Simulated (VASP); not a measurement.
# Fe in VASP: notebook

The runs below take Fe through single point, relaxation of volume and atoms at fixed shape, with PBE.

Everything below comes from runs of VASP 6.6.1. Logs are shortened: lines on timing, memory, paths and dates and some standing lists are left out, and cuts for length are marked.

### Step 1. The cell of the first run

Symmetry: Im-3m, No. 229, cubic system. Conventional cell: a = 2.831 Å, b = 2.831 Å, c = 2.831 Å, α = 90.00°, β = 90.00°, γ = 90.00°. Within 3.2 Å of Fe (site symmetry m-3m) lie 14 Fe at 2.45 to 2.83 Å.

### Step 2. Single point, PBE, collinear spin, ferromagnetic start

INCAR

```
SYSTEM = Fe
PREC = Accurate
ENCUT = 520
EDIFF = 1E-6
ISMEAR = 1
SIGMA = 0.1
LREAL = .False.
LASPH = .True.
NELM = 150
ALGO = Normal
ISIF = 2
LWAVE = .False.
LCHARG = .False.
ISPIN = 2
MAGMOM = 2.4 2.4
LORBIT = 11
LMAXMIX = 4
GGA = PE
NBANDS = 19
```

KPOINTS

```
Automatic mesh
0
Gamma
  18 18 18
  0 0 0
```

POSCAR

```
Fe
1.0
    2.8312191843      0.0000000000      0.0000000000
    0.0000000000      2.8312191843      0.0000000000
    0.0000000000      0.0000000000      2.8312191843
Fe
2
Direct
    0.0000000000      0.0000000000      0.0000000000
    0.5000000000      0.5000000000      0.5000000000
```

Potentials or basis: VASP PAW PBE potentials, release 64 (Fe).

Started as:

```console
cat potpaw_PBE.64/Fe/POTCAR > POTCAR
mpirun -np 1 vasp_std > vasp.out
```

OUTCAR:

```text
SYSTEM = Fe
   PREC = Accurate
   ENCUT = 520
   EDIFF = 1E-6
   ISMEAR = 1
   LREAL = .False.
   LASPH = .True.
   NELM = 150
   ISIF = 2
   ISPIN = 2
   LORBIT = 11
   GGA = PE

 ion  position               nearest neighbor table
   1  0.000  0.000  0.000-   2 2.45   2 2.45   2 2.45   2 2.45   2 2.45   2 2.45   2 2.45   2 2.45

   2  0.500  0.500  0.500-   1 2.45   1 2.45   1 2.45   1 2.45   1 2.45   1 2.45   1 2.45   1 2.45

  LATTYP: Found a simple cubic cell.
 ALAT       =     2.8312191843

  Lattice vectors:

 A1 = (   2.8312191843,   0.0000000000,   0.0000000000)
 A2 = (   0.0000000000,   2.8312191843,   0.0000000000)
 A3 = (   0.0000000000,   0.0000000000,   2.8312191843)

Analysis of symmetry for initial positions (statically):
=====================================================================
 Subroutine PRICEL returns following result:

  LATTYP: Found a body centered cubic cell.
 ALAT       =     2.8312191843

  Lattice vectors:

 A1 = (   1.4156095922,   1.4156095922,  -1.4156095921)
 A2 = (  -1.4156095922,   1.4156095921,   1.4156095921)
 A3 = (   1.4156095922,  -1.4156095921,   1.4156095922)

   2 primitive cells build up your supercell.

 Routine SETGRP: Setting up the symmetry group for a
 simple cubic supercell.

 Subroutine GETGRP returns: Found 48 space group operations
 (whereof 48 operations were pure point group operations)
 out of a pool of 48 trial point group operations.

The static configuration has the point symmetry O_h .

Analysis of symmetry for dynamics (positions and initial velocities):
=====================================================================
 Subroutine PRICEL returns following result:

  LATTYP: Found a body centered cubic cell.
 ALAT       =     2.8312191843

  Lattice vectors:

 A1 = (   1.4156095922,   1.4156095922,  -1.4156095921)
 A2 = (  -1.4156095922,   1.4156095921,   1.4156095921)
 A3 = (   1.4156095922,  -1.4156095921,   1.4156095922)

   2 primitive cells build up your supercell.

 Routine SETGRP: Setting up the symmetry group for a
 simple cubic supercell.

 Subroutine GETGRP returns: Found 48 space group operations
 (whereof 48 operations were pure point group operations)
 out of a pool of 48 trial point group operations.

The dynamic configuration has the point symmetry O_h .

Analysis of structural, dynamic, and magnetic symmetry:
=====================================================================
 Subroutine PRICEL returns following result:

  LATTYP: Found a body centered cubic cell.
 ALAT       =     2.8312191843

  Lattice vectors:

 A1 = (   1.4156095922,   1.4156095922,  -1.4156095921)
 A2 = (  -1.4156095922,   1.4156095921,   1.4156095921)
 A3 = (   1.4156095922,  -1.4156095921,   1.4156095922)

   2 primitive cells build up your supercell.

 Routine SETGRP: Setting up the symmetry group for a
 simple cubic supercell.

 Subroutine GETGRP returns: Found 48 space group operations
 (whereof 48 operations were pure point group operations)
 out of a pool of 48 trial point group operations.

The overall configuration has the point symmetry O_h .

 Subroutine INISYM returns: Found 48 space group operations
 (whereof 48 operations are pure point group operations),
 and found     2 'primitive' translations

----------------------------------------------------------------------------------------

                                     Primitive cell

  volume of cell :      11.3472

  direct lattice vectors                    reciprocal lattice vectors
     1.415609592  1.415609592 -1.415609592     0.353204727  0.353204727  0.000000000
    -1.415609592  1.415609592  1.415609592    -0.000000000  0.353204727  0.353204727
     1.415609592 -1.415609592  1.415609592     0.353204727  0.000000000  0.353204727

  length of vectors
     2.451907737  2.451907737  2.451907737     0.499506916  0.499506916  0.499506916

  position of ions in fractional coordinates (direct lattice)
     0.000000000  0.000000000  0.000000000

  ion indices of the primitive-cell ions
   primitive index   ion index
                 1           1

----------------------------------------------------------------------------------------

 KPOINTS: Automatic mesh

Automatic generation of k-mesh.
 Grid dimensions read from file:
 generate k-points for:   18   18   18

 Generating k-lattice:

  Cartesian coordinates                     Fractional coordinates (reciprocal lattice)
     0.019622485  0.000000000  0.000000000     0.055555556  0.000000000  0.000000000
     0.000000000  0.019622485  0.000000000     0.000000000  0.055555556  0.000000000
     0.000000000  0.000000000  0.019622485     0.000000000  0.000000000  0.055555556

  Length of vectors
     0.019622485  0.019622485  0.019622485

  Shift w.r.t. Gamma in fractional coordinates (k-lattice)
     0.000000000  0.000000000  0.000000000

 Subroutine IBZKPT returns following result:
 ===========================================

 Found    220 irreducible k-points:

 Following reciprocal coordinates:
            Coordinates               Weight
  0.000000  0.000000  0.000000      1.000000
  0.055556  0.000000  0.000000      6.000000
  0.111111  0.000000  0.000000      6.000000
  0.166667  0.000000  0.000000      6.000000
  0.222222  0.000000  0.000000      6.000000
  0.277778  0.000000  0.000000      6.000000
[... 16 lines left out ...]
  0.277778  0.111111  0.000000     24.000000
  0.333333  0.111111  0.000000     24.000000
 [... further k-points ...]
   k-points           NKPTS =    220   k-points in BZ     NKDIM =    220   number of bands    NBANDS=     19
   number of dos      NEDOS =    301   number of ions     NIONS =      2
   total plane-waves  NPLWV =  13824
   dimension x,y,z NGX =    24 NGY =   24 NGZ =   24
   dimension x,y,z NGXF=    48 NGYF=   48 NGZF=   48
   ions per type =               2
   NGX,Y,Z   is equivalent  to a cutoff of  14.09, 14.09, 14.09 a.u.
   NGXF,Y,Z  is equivalent  to a cutoff of  28.19, 28.19, 28.19 a.u.
 SYSTEM =  Fe
   PREC   = accura    normal or accurate (medium, high low for compatibility)
   ISTART =      0    job   : 0-new  1-cont  2-samecut
   ICHARG =      2    charge: 1-file 2-atom 10-const
   ISPIN  =      2    spin polarized calculation?
   LNONCOLLINEAR =      F non collinear calculations
   LSORBIT =      F    spin-orbit coupling
   LASPH  =      T    aspherical Exc in radial PAW
   ENCUT  =  520.0 eV  38.22 Ry    6.18 a.u.   5.26  5.26  5.26*2*pi/ulx,y,z
   NELM   =    150;   NELMIN=  2; NELMDL= -5     # of ELM steps
   EDIFF  = 0.1E-05   stopping-criterion for ELM
   LREAL  =      F    real-space projection
   EDIFFG = 0.1E-04   stopping-criterion for IOM
   NSW    =      0    number of steps for IOM
   IBRION =     -1    ionic relax: 0-MD 1-quasi-New 2-CG
   NFREE  =      0    steps in history (QN), initial steepest desc. (CG)
   ISIF   =      2    stress and relaxation
   ISYM   =      2    0-nonsym 1-usesym 2-fastsym
   POTIM  = 0.5000    time-step for ionic-motion
   TEBEG  =    0.0;   TEEND  =   0.0 temperature during run
   PSTRESS=    0.0 pullay stress
   NELECT =      16.0000    total number of electrons
   NUPDOWN=      -1.0000    fix difference up-down
   EMIN   =  10.00;   EMAX   =-10.00  energy-range for DOS
   EFERMI =   0.00;   METHOD = LEGACY
   ISMEAR =     1;   SIGMA  =   0.10  broadening in eV -4-tet -1-fermi 0-gaus
   EFERMI_NEDOS =   21; number of points for ismear=-14 and -15
   IALGO  =     38    algorithm
   IMIX   =      4    mixing-type and parameters
     AMIX     =   0.40;   BMIX     =  1.00
     AMIX_MAG =   1.60;   BMIX_MAG =  1.00
  volume/ion in A,a.u.               =      11.35        76.57
  Fermi-wavevector in a.u.,A,eV,Ry     =   1.457051  2.753427 28.885125  2.122997
  Thomas-Fermi vector in A             =   2.573897
   LORBIT       =     11    0 simple, 1 ext, 2 COOP (PROOUT), +10 PAW based schemes
   GGA     = PE    functional components
   LHFCALC =     F    Hartree Fock is set to
   AEXX    =    0.0000 exact exchange contribution
   IVDW    =     0    specifies the selected vdW correction
   LEPSILON=     F    determine dielectric tensor
   LRPA    =     F    only Hartree local field effects (RPA)
 spin polarized calculation
 Methfessel and Paxton  Order N= 1 SIGMA  =   0.10
  energy-cutoff  :      520.00
  volume of cell :       22.69
 maximum number of plane-waves:       627
 NGX is ok and might be reduce to    24
   NGX = 11   NGY = 11   NGZ = 11

 number of electron      16.0000014 magnetization       4.3756044

 Free energy of the ion-electron system (eV)
  ---------------------------------------------------
  ext. energy  EPLUGINS =         0.00000000
  ---------------------------------------------------
  free energy    TOTEN  =       -16.48572160 eV

  energy without entropy =      -16.48560731  energy(sigma->0) =      -16.48568350

 E-fermi :   5.8232     XC(G=0): -13.1242

 val. band max:        5.8173561750   @ k =   0.2222   0.1111   0.1111
 cond. band min:       5.8254884724   @ k =   0.1667   0.1111   0.1111
 fundamental gap:      0.0081322973
 Fermi energy:         5.8232323017

 spin component 1

 k-point     1 :       0.0000    0.0000    0.0000
  band No.  band energies     occupation
      1      -2.6041      1.00000
      2       0.9777      1.00000
      3       0.9777      1.00000
      4       3.5272      1.00000
      5       3.5272      1.00000
      6       3.5272      1.00000
[... 11 lines left out ...]
     18      30.8697      0.00000
     19      30.8697      0.00000

 k-point     2 :       0.0556    0.0000    0.0000
  band No.  band energies     occupation
      1      -2.5398      1.00000
      2       1.0051      1.00000
      3       1.0064      1.00000
      4       3.5266      1.00000
      5       3.5266      1.00000
      6       3.5448      1.00000
[... 11 lines left out ...]
     18      30.4105      0.00000
     19      30.8155      0.00000

 k-point     3 :       0.1111    0.0000    0.0000
  band No.  band energies     occupation
      1      -2.3487      1.00000
      2       1.0867      1.00000
      3       1.0889      1.00000
      4       3.5262      1.00000
      5       3.5262      1.00000
      6       3.5971      1.00000
[... 434 lines left out ...]
      1      -0.8832      1.00000
      2       1.5809      1.00000
      3       1.7288      1.00000
      4       3.2952      1.00000
      5       3.4456      1.00000
      6       4.2536      1.00000
[... 11 lines left out ...]
     18      27.6521      0.00000
     19      28.3196      0.00000

 k-point    24 :       0.3333    0.1111    0.0000
  band No.  band energies     occupation
      1      -0.3221      1.00000
      2       1.6776      1.00000
      3       1.9683      1.00000
      4       3.3171      1.00000
      5       3.3892      1.00000
      6       4.1270      1.00000
[... 11 lines left out ...]
     18      26.6857      0.00000
     19      27.0458      0.00000

 [... further k-points ...]

 spin component 2

 k-point     1 :       0.0000    0.0000    0.0000
  band No.  band energies     occupation
      1      -2.4368      1.00000
      2       2.8003      1.00000
      3       2.8004      1.00000
      4       5.4311      1.00000
      5       5.4312      1.00000
      6       5.4312      1.00000
[... 11 lines left out ...]
     18      30.6185      0.00000
     19      30.6185      0.00000

 k-point     2 :       0.0556    0.0000    0.0000
  band No.  band energies     occupation
      1      -2.3722      1.00000
      2       2.8236      1.00000
      3       2.8329      1.00000
      4       5.4281      1.00000
      5       5.4282      1.00000
      6       5.4506      1.00000
[... 11 lines left out ...]
     18      30.2211      0.00000
     19      30.5915      0.00000

 k-point     3 :       0.1111    0.0000    0.0000
  band No.  band energies     occupation
      1      -2.1801      1.00000
      2       2.8877      1.00000
      3       2.9299      1.00000
      4       5.4208      1.00000
      5       5.4209      1.00000
      6       5.5083      1.00004
[... 434 lines left out ...]
      1      -0.6786      1.00000
      2       3.1988      1.00000
      3       3.6202      1.00000
      4       5.1321      1.00000
      5       5.3064      1.00000
      6       6.2448     -0.00000
[... 11 lines left out ...]
     18      27.8637      0.00000
     19      28.7448      0.00000

 k-point    24 :       0.3333    0.1111    0.0000
  band No.  band energies     occupation
      1      -0.0781      1.00000
      2       3.1092      1.00000
      3       3.9086      1.00000
      4       5.1432      1.00000
      5       5.2753      1.00000
      6       6.1240     -0.00009
[... 11 lines left out ...]
     18      26.9666      0.00000
     19      27.5730      0.00000

 [... further k-points ...]
[... 5 lines left out ...]
  --------------------------------------------------------------------------------------
  -------------------------------------------------------------------------------------
  Total        0.0078207      0.0078207      0.0078207     -0.0000000      0.0000000     -0.0000000
  in kB        0.5521246      0.5521246      0.5521246     -0.0000000      0.0000000     -0.0000000
  external PRESSURE =       0.5521246 kB  Pullay stress =       0.0000000 kB

 VOLUME and BASIS-vectors are now :
 -----------------------------------------------------------------------------
  energy-cutoff  :      520.00
  volume of cell :       22.69
      direct lattice vectors                 reciprocal lattice vectors
     2.831219184  0.000000000  0.000000000     0.353204727  0.000000000  0.000000000
     0.000000000  2.831219184  0.000000000     0.000000000  0.353204727  0.000000000
     0.000000000  0.000000000  2.831219184     0.000000000  0.000000000  0.353204727

 POSITION                                       TOTAL-FORCE (eV/Angst)
 -----------------------------------------------------------------------------------
      0.00000      0.00000      0.00000         0.000000      0.000000      0.000000
      1.41561      1.41561      1.41561        -0.000000     -0.000000     -0.000000
 -----------------------------------------------------------------------------------
    total drift:                                0.000000      0.000000     -0.000000

  FREE ENERGIE OF THE ION-ELECTRON SYSTEM (eV)
  ---------------------------------------------------
  free  energy   TOTEN  =       -16.4857215995 eV

  energy  without entropy=      -16.4856073068  energy(sigma->0) =      -16.48568350

 total charge

# of ion       s       p       d       tot
------------------------------------------
    1        0.488   0.543   6.239   7.270
    2        0.488   0.543   6.239   7.270
--------------------------------------------------
tot          0.976   1.086  12.478  14.540

 magnetization (x)

# of ion       s       p       d       tot
------------------------------------------
    1       -0.013  -0.055   2.253   2.184
    2       -0.013  -0.055   2.253   2.184
--------------------------------------------------
tot         -0.026  -0.111   4.506   4.369
```

It took 2.8 min on 1 thread of Intel Xeon 8259CL, shared host; peak memory 0.25 GiB.

What came out:

```yaml
Free_energy: -16.4857 eV
Pressure: 0.1 GPa
Net_moment: 4.38 μB per cell
Site_moments: Fe +2.18 μB
Valence_electrons_inside_the_program's_atomic_spheres: Fe 7.27
```

(Continued in part 2 of 2.)
